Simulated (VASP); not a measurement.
Set up this calculation in VASP 6.6.1, as the native input.

```yaml
Task: single point
Functional: r2SCAN
Potentials_or_basis: VASP PAW PBE potentials, release 64 (Cu, Se, Ga_d)
Cutoff: 520 eV
k_mesh: 6 × 6 × 6
Occupations: gaussian, width 0.01 eV
Spin: no spin polarisation
Dipole_correction: no
Further_INCAR_settings: ALGO = Normal; EDIFF = 1e-07; NBANDS = 46
```

Crystal: GaCuSe2.

```xyz
8
Lattice="-2.8041 2.8041 5.5493 2.8041 -2.8041 5.5493 2.8041 2.8041 -5.5493" Properties=species:S:1:pos:R:3 pbc="T T T"
Cu    0.0000    0.0000    0.0000
Cu    0.0000    2.8041    2.7746
Se    1.3816    1.4021    1.3873
Se    1.4021   -1.4225    4.1620
Se    1.4225    1.4021    6.9366
Se   -1.4021    1.4225    4.1620
Ga    0.0000    0.0000    5.5493
Ga    2.8041    0.0000    2.7746
```

The input as run:

POSCAR

```
GaCuSe2
1.0
   -2.8041298094      2.8041298094      5.5492790755
    2.8041298094     -2.8041298094      5.5492790755
    2.8041298094      2.8041298094     -5.5492790755
Cu Se Ga
2 4 2
Direct
    0.0000000000      0.0000000000      0.0000000000
    0.7500000000      0.2500000000      0.5000000000
    0.3750000000      0.3713580981      0.4963580981
    0.1213580981      0.6250000000     -0.0036419019
    0.8750000000      0.8786419019      0.5036419019
    0.6286419019      0.1250000000      0.0036419019
    0.5000000000      0.5000000000      0.0000000000
    0.2500000000      0.7500000000      0.5000000000
```

INCAR.step1

```
PREC = Accurate
ENCUT = 520
ISMEAR = 0
SIGMA = 0.01
LREAL = F
LASPH = T
NELM = 60
NBANDS = 46
GGA = PE
ALGO = Normal
EDIFF = 1E-4
LWAVE = T
LCHARG = F
```

INCAR.step2

```
PREC = Accurate
ENCUT = 520
EDIFF = 1E-7
ISMEAR = 0
SIGMA = 0.01
LREAL = F
LASPH = T
NELM = 60
ALGO = Normal
ISIF = 2
LWAVE = F
LCHARG = F
METAGGA = R2SCAN
LMIXTAU = T
NBANDS = 46
ISTART = 1
```

KPOINTS

```
Automatic mesh
0
Gamma
  6 6 6
```

Potentials or basis: VASP PAW PBE potentials, release 64 (Cu, Se, Ga_d).

The run is started by

```sh
$ cat potpaw_PBE.64/Cu/POTCAR potpaw_PBE.64/Se/POTCAR potpaw_PBE.64/Ga_d/POTCAR > POTCAR
$ cp INCAR.step1 INCAR
$ mpirun -np 1 vasp_std > vasp.out
$ cp INCAR.step2 INCAR
$ mpirun -np 1 vasp_std > vasp.out
```

It gave:

The pressure is 0.1 GPa. The band gap on the k mesh is 0.56 eV.

Caveat: semilocal functionals underestimate gaps, and a narrow one can read as zero; the PAW data sets were made with another functional, which shifts forces and pressure a little.

Wall time 20 min on 1 thread of AMD EPYC 9R45 96-Core Processor (Zen 5) (shared host), peak memory 0.52 GiB.
